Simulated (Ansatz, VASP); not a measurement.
**Sc: VASP beside Ansatz**

Contents of INCAR:

```
SYSTEM = Sc
PREC = Accurate
ENCUT = 520
EDIFF = 1E-6
ISMEAR = 0
SIGMA = 0.1
LREAL = .FALSE.
LASPH = .TRUE.
NELM = 100
ALGO = Normal
ISIF = 2
LWAVE = .FALSE.
LCHARG = .FALSE.
GGA = PS
NBANDS = 12
```

Contents of KPOINTS:

```
Automatic mesh
0
G
  16 16 16
  0 0 0
```

Contents of POSCAR:

```
Sc
1.0
    0.0000000000      2.3020948447      2.3020948447
    2.3020948447      0.0000000000      2.3020948447
    2.3020948447      2.3020948447      0.0000000000
Sc
1
Direct
    0.0000000000      0.0000000000      0.0000000000
```

Input for Ansatz:

```yaml
crystal:
  lattice:
    - [0.0, 2.3020948447, 2.3020948447]
    - [2.3020948447, 0.0, 2.3020948447]
    - [2.3020948447, 2.3020948447, 0.0]
  atoms:
    - { symbol: Sc, position: [0.0, 0.0, 0.0] }
basis:
  ecutwfc: 420
kpoints:
  mp_grid: { grid: [16, 16, 16] }
hamiltonian:
  xc: pbesol
scf:
  occupations: { method: gaussian, width: 0.1 }
output:
  forces: true
  stress: true
  eigenvalues: true
```

Alike in both runs: task single point; functional PBEsol; k mesh 16 × 16 × 16; occupations gaussian, width 0.1 eV; no spin polarisation.

|  | VASP | Ansatz |
| --- | --- | --- |
| version | VASP 6.6.1 | Ansatz 0.2.0 |
| potentials or method | VASP PAW PBE potentials, release 64 (Sc_sv), cutoff 520 eV | scalar-relativistic, plane waves, PAW |
| valence electrons in the cell | 11 | 11 |

```csv
,VASP,Ansatz,Ansatz less VASP
gap on the k mesh at the Fermi level (eV),none,none,-
pressure (GPa),-1.8,-1.7,0.00
```

VASP's potentials were made for PBE, not for PBEsol. A gap of «none» marks a metal or a gap that the smearing closes.
